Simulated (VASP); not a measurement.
Input of a VASP 6.6.1 run:

INCAR

```
  PREC = Accurate
  ENCUT = 520
  EDIFF = 1E-6
  ISMEAR = 0
  SIGMA = 0.1
  LREAL = F
  LASPH = T
  NELM = 100
  ALGO = Normal
  ISIF = 2
  LWAVE = F
  LCHARG = F
  GGA = PE
  NBANDS = 30
```

File KPOINTS:

```
regular mesh
0
Gamma
  12 12 4
```

Contents of POSCAR:

```
RbLa2Cl2
1.0
    4.8881133064      0.0000000000      0.0000000000
   -2.4440566532      4.2332302999      0.0000000000
    0.0000000000      0.0000000000     10.4544282787
Rb La Cl
1 2 2
Direct
    0.0000000000      0.0000000000      0.0000000000
    0.3333333333      0.6666666667      0.6193753250
    0.6666666667      0.3333333333      0.3806246750
    0.6666666667      0.3333333333      0.6590036133
    0.3333333333      0.6666666667      0.3409963867
```

Potentials or basis: VASP PAW PBE potentials, release 64 (Rb_sv, La, Cl).

The run is started by

```bash
$ cat potpaw_PBE.64/Rb_sv/POTCAR potpaw_PBE.64/La/POTCAR potpaw_PBE.64/Cl/POTCAR > POTCAR
$ mpirun -np 1 vasp_std > vasp.out
```

Q: What does it give for the pressure?

A: 0.0 GPa.

Q: Estimate the largest force.

A: 0.012 eV/Å.

Forces in eV/Å, atoms in the order of the input:
```
Rb   0.000  0.000  0.000
La   0.000  0.000 -0.012
La   0.000  0.000  0.012
Cl   0.000  0.000  0.012
Cl   0.000  0.000 -0.012
```

Caveat: an odd number of electrons without spin polarisation forces a metal; a magnetic or distorted state may lie lower.
